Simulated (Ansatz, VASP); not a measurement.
**One calculation of Ga4O, two programs**

```
Ga O
1.0
     4.42291    0.00000    0.00000
    -2.21145    3.83035    0.00000
     0.00000    0.00000    5.56729
Ga O
4 1
Direct
  0.33333 0.66667 0.74817
  0.33333 0.66667 0.25183
  0.66667 0.33333 0.25183
  0.66667 0.33333 0.74817
  0.00000 0.00000 0.00000
```

Alike in both runs: functional PBE; k mesh 6 × 6 × 4; occupations gaussian, width 0.1 eV; no spin polarisation.

Ansatz relaxed the structure, and its values are those at the end. VASP's run is a single point on that final structure, the one shown.

```csv
,VASP,Ansatz
version,VASP 6.6.1,Ansatz 0.2.0
potentials or method,"VASP PAW PBE potentials, release 64 (Ga_d, O), cutoff 520 eV","scalar-relativistic, plane waves, PAW"
valence electrons in the cell,58,58
```

|  | VASP | Ansatz | Ansatz less VASP |
| --- | --- | --- | --- |
| gap on the k mesh at the Fermi level (eV) | none | none | - |
| pressure (GPa) | 0.2 | 0.1 | -0.06 |
| rms of the force components (eV/Å) | 0.004 | 0.004 | +0.0006 |

A gap of «none» marks a metal or a gap that the smearing closes. With one functional, cell and mesh, what is left measures potentials, basis and numerics.
